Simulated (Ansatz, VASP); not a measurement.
# One calculation of WSe2, two programs

File POSCAR:

```
WSe2
1.0
    3.2996674462      0.0000000000      0.0000000000
   -1.6498337231      2.8575958324      0.0000000000
    0.0000000000      0.0000000000     13.2801879168
W Se
2 4
Direct
    0.3333333333      0.6666666667      0.2500000000
    0.6666666667      0.3333333333      0.7500000000
    0.6666666667      0.3333333333      0.3754989285
    0.6666666667      0.3333333333      0.1245010715
    0.3333333333      0.6666666667      0.8754989285
    0.3333333333      0.6666666667      0.6245010715
```

INCAR.step1

```
PREC     = Accurate       # precision mode
ENCUT    = 520            # plane-wave cutoff, eV
ISMEAR   = 0              # smearing method
SIGMA    = 0.01           # smearing width, eV
LREAL    = False          # projectors in reciprocal space
LASPH    = True           # aspherical terms in the spheres
NELM     = 60             # most SCF steps
NBANDS   = 35             # bands
GGA      = PE             # functional
ALGO     = Normal         # electronic algorithm
EDIFF    = 1E-4           # SCF threshold, eV
LWAVE    = True           # write WAVECAR
LCHARG   = False          # write CHGCAR
```

INCAR.step2

```
PREC     = Accurate       # precision mode
ENCUT    = 520            # plane-wave cutoff, eV
EDIFF    = 1E-7           # SCF threshold, eV
ISMEAR   = 0              # smearing method
SIGMA    = 0.01           # smearing width, eV
LREAL    = False          # projectors in reciprocal space
LASPH    = True           # aspherical terms in the spheres
NELM     = 60             # most SCF steps
ALGO     = Normal         # electronic algorithm
ISIF     = 2              # what is computed and relaxed
LWAVE    = False          # write WAVECAR
LCHARG   = True           # write CHGCAR
METAGGA  = R2SCAN         # meta-GGA
LMIXTAU  = True         
LELF     = True           # ELF
LVHAR    = True         
NBANDS   = 35             # bands
ISTART   = 1
```

The input KPOINTS:

```
regular mesh
0
Gamma
  12 12 2
```

Input for Ansatz:

```yaml
crystal:
  lattice:
    - [3.2996674462, 0.0, 0.0]
    - [-1.6498337231, 2.8575958324, 0.0]
    - [0.0, 0.0, 13.2801879168]
  atoms:
    - { symbol: W, position: [0.3333333333, 0.6666666667, 0.25] }
    - { symbol: W, position: [0.6666666667, 0.3333333333, 0.75] }
    - { symbol: Se, position: [0.6666666667, 0.3333333333, 0.3754989285] }
    - { symbol: Se, position: [0.6666666667, 0.3333333333, 0.1245010715] }
    - { symbol: Se, position: [0.3333333333, 0.6666666667, 0.8754989285] }
    - { symbol: Se, position: [0.3333333333, 0.6666666667, 0.6245010715] }
kpoints:
  mp_grid: { grid: [12, 12, 2] }
  band_path:
    path:
      - [0.0, 0.0, 0.0]
      - [0.5, 0.0, 0.0]
      - [0.3333333333, 0.3333333333, 0.0]
      - [0.0, 0.0, 0.5]
      - [0.5, 0.0, 0.5]
      - [0.3333333333, 0.3333333333, 0.5]
      - [0.179687, 0.179688, 0.0]
    npoints: 1
hamiltonian:
  xc: r2scan
scf:
  occupations: { method: fixed }
  n_extra_bands: 5
output:
  forces: true
  stress: true
  eigenvalues: true
  write_density: true
  write_potential: true
  elf: true
  volumetric_format: npy
```

Change from the starting cell: uniaxial_z strain +1.0%.

Alike in both runs: task single point; functional r2SCAN; k mesh 12 × 12 × 2; no spin polarisation.

```csv
,VASP,Ansatz
version,VASP 6.6.1,Ansatz 0.2.0
potentials or method,"VASP PAW PBE potentials, release 64 (W_sv, Se)","plane waves, PAW"
plane-wave cutoff (eV),520,500
occupations,"gaussian, width 0.01 eV",fixed
valence electrons in the cell,52,92
```

VASP gave:

* gap on the k mesh at the Fermi level (eV): 1.21
* pressure (GPa): 1.4
* traceless stress, the component that is largest in VASP (GPa): -0.30
* rms of the force components (eV/Å): 0.003

Question: Estimate Ansatz's values.

Answer: gap on the k mesh at the Fermi level (eV): 1.21; pressure (GPa): 1.1; traceless stress, the component that is largest in VASP (GPa): -0.34; rms of the force components (eV/Å): 0.018.

VASP's potentials were made for PBE, not for r2SCAN. Atom by atom the forces differ by 0.021 eV/Å (rms over components). VASP's potentials hold 52 valence electrons a cell and Ansatz's 92, so a difference there can come from the potentials and not from the codes.

Spin-orbit coupling is off throughout.
